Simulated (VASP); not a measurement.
NaCl: electric field gradients with LDA

Crystal: NaCl.

```
CELL_PARAMETERS angstrom
0.00000 2.79348 2.79348
2.79348 0.00000 2.79348
2.79348 2.79348 0.00000
ATOMIC_POSITIONS crystal
Na 0.00000 0.00000 0.00000
Cl 0.50000 0.50000 0.50000
```

| Quantity | Value |
| --- | --- |
| Program | VASP 6.6.1 |
| Task | electric field gradients |
| Functional | LDA |
| Potentials or basis | VASP PAW LDA potentials, release 64 (Na_pv, Cl) |
| Cutoff | 400 eV |
| k mesh | 8 × 8 × 8 |
| Occupations | fermi-dirac, width 0.03 eV |
| Spin | no spin polarisation |
| Dipole correction | no |
| Further INCAR settings | ALGO = Normal; EDIFF = 1e-08; NBANDS = 14 |

```yaml
Pressure: -2.0 GPa
Band_gap_on_the_k_mesh: 4.81 eV
Largest_electric_field_gradient_by_atom: zero within the noise of the run
```

Levels at points of the mesh, in eV from the valence-band top:
| k point | band 3 | band 4 | band 5 | band 6 | band 7 | band 8 | band 9 | band 10 | band 11 | band 12 |
| --- | --- | --- | --- | --- | --- | --- | --- | --- | --- | --- |
| (0.00, 0.00, 0.00) | -20.73 | -12.65 | 0.00 | 0.00 | 0.00 | 4.81 | 10.87 | 10.87 | 10.87 | 13.14 |
| (0.50, 0.00, 0.00) | -20.73 | -12.26 | -2.11 | -0.29 | -0.29 | 6.94 | 10.49 | 10.74 | 10.74 | 14.72 |
| (0.50, 0.50, 0.00) | -20.74 | -12.21 | -1.82 | -0.65 | -0.65 | 7.25 | 7.71 | 11.13 | 14.58 | 14.58 |

Run time: 12 s on 1 thread of Intel(R) Xeon(R) Platinum 8259CL CPU @ 2.50GHz (Skylake/Cascade Lake), on a shared host, peak memory 0.13 GiB.
